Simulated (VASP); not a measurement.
Wanted: the native input for a VASP 6.6.1 run.

```
Task                   : single point
Functional             : PBEsol
Potentials or basis    : VASP PAW PBE potentials, release 64 (Bi_d)
Cutoff                 : 520 eV
k mesh                 : 6 × 6 × 4
Occupations            : fermi-dirac, width 0.05 eV
Spin                   : no spin polarisation
Dipole correction      : no
Further INCAR settings : ALGO = Fast; EDIFF = 1e-06; NBANDS = 38
```

The structure of Bi lies in POSCAR:

```
Bi
1.0
    4.5954529501      0.0000000000      0.0000000000
    0.0000000000      4.4652136676      0.0000000000
   -0.3412975661      0.0000000000      6.4239379803
Bi
4
Direct
    0.2513749200      0.2500000000      0.7487333800
    0.7486250800      0.7500000000      0.2512666200
    0.2498876900      0.2500000000      0.2488803300
    0.7501123100      0.7500000000      0.7511196700
```

One way to write it, as run:

INCAR

```
SYSTEM = Bi
ALGO = Fast ; EDIFF = 1E-6
ENCUT = 520 ; GGA = PS
ISIF = 2 ; ISMEAR = -1
LASPH = .TRUE. ; LCHARG = .FALSE.
LREAL = .FALSE. ; LWAVE = .FALSE.
NBANDS = 38 ; NELM = 80
PREC = Accurate ; SIGMA = 0.05
```

KPOINTS

```
k-points
0
G
  6 6 4
  0 0 0
```

Potentials or basis: VASP PAW PBE potentials, release 64 (Bi_d).

Command:

```sh
$ cat potpaw_PBE.64/Bi_d/POTCAR > POTCAR
$ mpirun -np 1 vasp_std > vasp.out
```

Results of the run:

```
Pressure               : 0.6 GPa
Largest force          : 0.006 eV/Å
Band gap on the k mesh : zero (band 30 reaches 7.06 eV, above the bottom of band 31 at 6.69 eV)
```

Caveat: the PAW data sets were made with another functional, which shifts forces and pressure a little; spin-orbit coupling is left out, which moves the levels of the heavy elements.

Wall time 100 s on 1 thread of Intel(R) Xeon(R) 6975P-C (Granite Rapids), on a shared host, peak memory 0.35 GiB.
